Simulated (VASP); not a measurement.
# AgBr2 (Fm-3m) in VASP: a series of runs, part 2 of 2

VASP 6.6.1. Earlier steps stand in the parts before.

## (4) Single point, PBE

This run uses another cell than the first one, of 16.63 Å³/atom, 0.612 times its volume.

INCAR reads:

```
PREC = Accurate
ENCUT = 520
EDIFF = 1E-6
ISMEAR = 0
SIGMA = 0.1
LREAL = F
LASPH = T
NELM = 100
ALGO = Normal
ISIF = 2
LWAVE = F
LCHARG = F
GGA = PE
NBANDS = 20
```

KPOINTS reads:

```
Automatic mesh
0
Gamma
  6 6 6
```

POSCAR reads:

```
AgBr2
1.0
    0.0000000000      2.9220016200      2.9220016200
    2.9220016200      0.0000000000      2.9220016200
    2.9220016200      2.9220016200      0.0000000000
Ag Br
1 2
Direct
    0.0000000000      0.0000000000      0.0000000000
    0.2500000000      0.2500000000      0.2500000000
    0.7500000000      0.7500000000      0.7500000000
```

Potentials or basis: VASP PAW PBE potentials, release 64 (Ag, Br).

On the command line:

```
cat potpaw_PBE.64/Ag/POTCAR potpaw_PBE.64/Br/POTCAR > POTCAR
mpirun -np 1 vasp_std > vasp.out
```

OUTCAR:

```text
PREC = Accurate
   ENCUT = 520
   EDIFF = 1E-6
   ISMEAR = 0
   LREAL = F
   LASPH = T
   NELM = 100
   ISIF = 2
   GGA = PE

 ion  position               nearest neighbor table
   1  0.000  0.000  0.000-   2 2.53   3 2.53   3 2.53   3 2.53   3 2.53   2 2.53   2 2.53   2 2.53

   2  0.250  0.250  0.250-   1 2.53   1 2.53   1 2.53   1 2.53
   3  0.750  0.750  0.750-   1 2.53   1 2.53   1 2.53   1 2.53

  LATTYP: Found a face centered cubic cell.
 ALAT       =     5.8440032400

  Lattice vectors:

 A1 = (   0.0000000000,   2.9220016200,   2.9220016200)
 A2 = (   2.9220016200,   0.0000000000,   2.9220016200)
 A3 = (   2.9220016200,   2.9220016200,   0.0000000000)

Analysis of symmetry for initial positions (statically):
=====================================================================
 Subroutine PRICEL returns:
 Original cell was already a primitive cell.

 Routine SETGRP: Setting up the symmetry group for a
 face centered cubic supercell.

 Subroutine GETGRP returns: Found 48 space group operations
 (whereof 48 operations were pure point group operations)
 out of a pool of 48 trial point group operations.

The static configuration has the point symmetry O_h .

Analysis of symmetry for dynamics (positions and initial velocities):
=====================================================================
 Subroutine PRICEL returns:
 Original cell was already a primitive cell.

 Routine SETGRP: Setting up the symmetry group for a
 face centered cubic supercell.

 Subroutine GETGRP returns: Found 48 space group operations
 (whereof 48 operations were pure point group operations)
 out of a pool of 48 trial point group operations.

The dynamic configuration has the point symmetry O_h .

 Subroutine INISYM returns: Found 48 space group operations
 (whereof 48 operations are pure point group operations),
 and found     1 'primitive' translations

----------------------------------------------------------------------------------------

                                     Primitive cell

  volume of cell :      49.8966

  direct lattice vectors                    reciprocal lattice vectors
     0.000000000  2.922001620  2.922001620    -0.171115579  0.171115579  0.171115579
     2.922001620  0.000000000  2.922001620     0.171115579 -0.171115579  0.171115579
     2.922001620  2.922001620  0.000000000     0.171115579  0.171115579 -0.171115579

  length of vectors
     4.132334320  4.132334320  4.132334320     0.296380877  0.296380877  0.296380877

  position of ions in fractional coordinates (direct lattice)
     0.000000000  0.000000000  0.000000000
     0.250000000  0.250000000  0.250000000
     0.750000000  0.750000000  0.750000000

  ion indices of the primitive-cell ions
   primitive index   ion index
                 1           1
                 2           2
                 3           3

----------------------------------------------------------------------------------------

 KPOINTS: Automatic mesh

Automatic generation of k-mesh.
 Grid dimensions read from file:
 generate k-points for:    6    6    6

 Generating k-lattice:

  Cartesian coordinates                     Fractional coordinates (reciprocal lattice)
    -0.028519263  0.028519263  0.028519263     0.166666667  0.000000000  0.000000000
     0.028519263 -0.028519263  0.028519263     0.000000000  0.166666667  0.000000000
     0.028519263  0.028519263 -0.028519263     0.000000000  0.000000000  0.166666667

  Length of vectors
     0.049396813  0.049396813  0.049396813

  Shift w.r.t. Gamma in fractional coordinates (k-lattice)
     0.000000000  0.000000000  0.000000000

 Subroutine IBZKPT returns following result:
 ===========================================

 Found     16 irreducible k-points:

 Following reciprocal coordinates:
            Coordinates               Weight
  0.000000  0.000000  0.000000      1.000000
  0.166667  0.000000  0.000000      8.000000
  0.333333  0.000000  0.000000      8.000000
  0.500000  0.000000  0.000000      4.000000
  0.166667  0.166667  0.000000      6.000000
  0.333333  0.166667  0.000000     24.000000
[... 8 lines left out ...]
 -0.333333  0.333333  0.166667     24.000000
 -0.333333  0.500000  0.166667     12.000000
   k-points           NKPTS =     16   k-points in BZ     NKDIM =     16   number of bands    NBANDS=     20
   number of dos      NEDOS =    301   number of ions     NIONS =      3
   total plane-waves  NPLWV =  32768
   dimension x,y,z NGX =    32 NGY =   32 NGZ =   32
   dimension x,y,z NGXF=    64 NGYF=   64 NGZF=   64
   ions per type =               1   2
   NGX,Y,Z   is equivalent  to a cutoff of  12.87, 12.87, 12.87 a.u.
   NGXF,Y,Z  is equivalent  to a cutoff of  25.75, 25.75, 25.75 a.u.
 SYSTEM =  unknown system
   PREC   = accura    normal or accurate (medium, high low for compatibility)
   ISTART =      0    job   : 0-new  1-cont  2-samecut
   ICHARG =      2    charge: 1-file 2-atom 10-const
   ISPIN  =      1    spin polarized calculation?
   LNONCOLLINEAR =      F non collinear calculations
   LSORBIT =      F    spin-orbit coupling
   LASPH  =      T    aspherical Exc in radial PAW
   ENCUT  =  520.0 eV  38.22 Ry    6.18 a.u.   7.68  7.68  7.68*2*pi/ulx,y,z
   NELM   =    100;   NELMIN=  2; NELMDL= -5     # of ELM steps
   EDIFF  = 0.1E-05   stopping-criterion for ELM
   LREAL  =      F    real-space projection
   EDIFFG = 0.1E-04   stopping-criterion for IOM
   NSW    =      0    number of steps for IOM
   IBRION =     -1    ionic relax: 0-MD 1-quasi-New 2-CG
   NFREE  =      0    steps in history (QN), initial steepest desc. (CG)
   ISIF   =      2    stress and relaxation
   ISYM   =      2    0-nonsym 1-usesym 2-fastsym
   POTIM  = 0.5000    time-step for ionic-motion
   TEBEG  =    0.0;   TEEND  =   0.0 temperature during run
   PSTRESS=    0.0 pullay stress
   NELECT =      25.0000    total number of electrons
   NUPDOWN=      -1.0000    fix difference up-down
   EMIN   =  10.00;   EMAX   =-10.00  energy-range for DOS
   EFERMI =   0.00;   METHOD = LEGACY
   ISMEAR =     0;   SIGMA  =   0.10  broadening in eV -4-tet -1-fermi 0-gaus
   EFERMI_NEDOS =   21; number of points for ismear=-14 and -15
   IALGO  =     38    algorithm
   IMIX   =      4    mixing-type and parameters
     AMIX     =   0.40;   BMIX     =  1.00
     AMIX_MAG =   1.60;   BMIX_MAG =  1.00
  volume/ion in A,a.u.               =      16.63       112.24
  Fermi-wavevector in a.u.,A,eV,Ry     =   1.300263  2.457140 23.003134  1.690683
  Thomas-Fermi vector in A             =   2.431473
   LORBIT       =      0    0 simple, 1 ext, 2 COOP (PROOUT), +10 PAW based schemes
   GGA     = PE    functional components
   LHFCALC =     F    Hartree Fock is set to
   AEXX    =    0.0000 exact exchange contribution
   IVDW    =     0    specifies the selected vdW correction
   LEPSILON=     F    determine dielectric tensor
   LRPA    =     F    only Hartree local field effects (RPA)
 non-spin polarized calculation
 Gauss-broadening in eV      SIGMA  =   0.10
  energy-cutoff  :      520.00
  volume of cell :       49.90
 maximum number of plane-waves:      1363
   NGX = 15   NGY = 15   NGZ = 15

 number of electron      24.9999998 magnetization

 Free energy of the ion-electron system (eV)
  ---------------------------------------------------
  ext. energy  EPLUGINS =         0.00000000
  ---------------------------------------------------
  free energy    TOTEN  =        -2.24471498 eV

  energy without entropy =       -2.22718703  energy(sigma->0) =       -2.23595101

 E-fermi :   8.5188     XC(G=0): -11.5340

 val. band max:        8.5093253162   @ k =   0.5000   0.3333   0.0000
 cond. band min:       8.5222714831   @ k =   0.3333   0.3333   0.0000
 fundamental gap:      0.0129461669
 Fermi energy:         8.5188127657

 k-point     1 :       0.0000    0.0000    0.0000
  band No.  band energies     occupation
      1     -10.1614      2.00000
      2      -5.8166      2.00000
      3       0.3977      2.00000
      4       0.3977      2.00000
      5       0.3977      2.00000
      6       3.3353      2.00000
[... 12 lines left out ...]
     19      16.2622      0.00000
     20      17.7074      0.00000
[... 323 lines left out ...]
 k-point    16 :      -0.3333    0.5000    0.1667
  band No.  band energies     occupation
      1      -8.3027      2.00000
      2      -7.7804      2.00000
      3      -0.4246      2.00000
      4       0.6451      2.00000
      5       1.9745      2.00000
      6       2.5270      2.00000
[... 12 lines left out ...]
     19      20.1087      0.00000
     20      20.9333      0.00000

------------------------ aborting loop because EDIFF is reached ----------------------------------------

  FORCE on cell =-STRESS in cart. coord.  units (eV):
  Direction    XX          YY          ZZ          XY          YZ          ZX
  --------------------------------------------------------------------------------------
  -------------------------------------------------------------------------------------
  Total       19.7014813     19.7014813     19.7014813      0.0000000      0.0000000      0.0000000
  in kB      632.6129974    632.6129974    632.6129974      0.0000000      0.0000000      0.0000000
  external PRESSURE =     632.6129974 kB  Pullay stress =       0.0000000 kB

 VOLUME and BASIS-vectors are now :
 -----------------------------------------------------------------------------
  energy-cutoff  :      520.00
  volume of cell :       49.90
      direct lattice vectors                 reciprocal lattice vectors
     0.000000000  2.922001620  2.922001620    -0.171115579  0.171115579  0.171115579
     2.922001620  0.000000000  2.922001620     0.171115579 -0.171115579  0.171115579
     2.922001620  2.922001620  0.000000000     0.171115579  0.171115579 -0.171115579

 POSITION                                       TOTAL-FORCE (eV/Angst)
 -----------------------------------------------------------------------------------
      0.00000      0.00000      0.00000         0.000000      0.000000     -0.000000
      1.46100      1.46100      1.46100         0.000000      0.000000      0.000000
      4.38300      4.38300      4.38300        -0.000000     -0.000000      0.000000
 -----------------------------------------------------------------------------------
    total drift:                                0.000000     -0.000000      0.000000

  FREE ENERGIE OF THE ION-ELECTRON SYSTEM (eV)
  ---------------------------------------------------
  free  energy   TOTEN  =        -2.2447149820 eV

  energy  without entropy=       -2.2271870297  energy(sigma->0) =       -2.23595101
```

Run time: 10 s. Hardware: 1 thread of AMD EPYC 9R45 (Zen 5), shared host; peak memory 0.15 GiB.

What came out:

- Free energy: -2.2447 eV
- Pressure: 63.3 GPa

Caveat: an odd number of electrons without spin polarisation forces a metal; a magnetic or distorted state may lie lower.

## (5) Summary

```tsv
task	cell	k mesh	cutoff (eV)	gap on the mesh (eV)	pressure (GPa)
single point	a = 4.866 Å, angles 60.0°, 3 atoms	12 × 12 × 12	520	none	0.0
relaxation of cell and atoms	relaxed from a = 4.866 Å, angles 60.0°, 3 atoms	12 × 12 × 12	600	none	0.0
single point	a = 4.132 Å, angles 60.0°, 3 atoms	6 × 6 × 6	520	none	63.3
```

Alike in all rows: level PBE; potentials or basis VASP PAW PBE potentials, release 64 (Ag, Br); no spin polarisation; smearing gaussian 0.1 eV.

Caveats: an odd number of electrons without spin polarisation forces a metal; a magnetic or distorted state may lie lower; the relaxation stopped at its first step, so nothing moved (some runs).

Absolute energies hang on the potentials; compare differences alone.
